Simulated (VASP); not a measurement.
Here is a VASP 6.6.1 calculation.

The input INCAR:

```
  PREC = Accurate
  ENCUT = 600
  EDIFF = 1E-6
  ISMEAR = 0
  SIGMA = 0.01
  LREAL = F
  LASPH = T
  NELM = 80
  ALGO = Normal
  ISIF = 3
  LWAVE = F
  LCHARG = F
  GGA = PS
  IBRION = 2
  NSW = 100
  EDIFFG = -0.002
  PSTRESS = 70.0
```

Contents of KPOINTS:

```
regular mesh
0
Gamma
  8 8 8
```

File POSCAR:

```
CdF2
1.0
    2.6921155975      2.6921155975      0.0000000000
   -2.6921155975      2.6921155975      0.0000000000
    0.0000000000      2.6921155975      2.6921155975
Cd F
1 2
Direct
    0.0000000000      0.0000000000      0.0000000000
    0.2500000000      0.7500000000      0.5000000000
    0.7500000000      0.2500000000      0.5000000000
```

Potentials or basis: VASP PAW PBE potentials, release 64 (Cd, F).

Command:

```sh
$ cat potpaw_PBE.64/Cd/POTCAR potpaw_PBE.64/F/POTCAR > POTCAR
$ mpirun -np 1 vasp_std > vasp.out
```

(1) Estimate the relaxed volume.

(2) Estimate the relaxed cell.

## Answers

(1) 12.37 Å³/atom.

(2) a = 3.744 Å, b = 3.744 Å, c = 3.744 Å, α = 60.00°, β = 60.00°, γ = 90.00°.

Caveat: the cell is relaxed towards a set pressure, so the run minimises the enthalpy, not the energy; the PAW data sets were made with another functional, which shifts forces and pressure a little.
